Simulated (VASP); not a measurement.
Here is a VASP 6.6.1 calculation.

INCAR

```
PREC = Accurate
ENCUT = 520
EDIFF = 1E-6
ISMEAR = 0
SIGMA = 0.15
LREAL = F
LASPH = T
NELM = 80
ALGO = Normal
ISIF = 2
LWAVE = F
LCHARG = F
NBANDS = 15
```

File KPOINTS:

```
regular mesh
0
Gamma
  18 18 18
```

Contents of POSCAR:

```
TaN
1.0
    0.0000000000      2.1742693740      2.1742693740
    2.1742693740      0.0000000000      2.1742693740
    2.1742693740      2.1742693740      0.0000000000
Ta N
1 1
Direct
    0.5000000000      0.5052335408      0.5000000000
    0.0000000000     -0.0676089181      0.0000000000
```

Potentials or basis: VASP PAW LDA potentials, release 64 (Ta_pv, N).

Launch:

```bash
$ cat potpaw_LDA.64/Ta_pv/POTCAR potpaw_LDA.64/N/POTCAR > POTCAR
$ mpirun -np 1 vasp_std > vasp.out
```

Problem. Predict the band gap on the k mesh.

Solution. Zero (band 8 reaches 11.52 eV, above the bottom of band 9 at 8.09 eV).

Problem. What does it give for the largest force?

Solution. 2.413 eV/Å.

Problem. Predict the pressure.

Solution. 11.3 GPa.

Stress tensor (GPa, compression positive):
```
16.00  0.00 -4.02
 0.00  1.90  0.00
-4.02  0.00 16.00
```

Caveat: the cell differs from its parent crystal (mode 4 frozen in at -0.147 Å and mode 6 at -0.147 Å (largest displacements)); spin-orbit coupling is left out, which moves the levels of the heavy elements; forces of over 1 eV/Å act on the atoms, so gaps and moduli don't describe the material at rest.
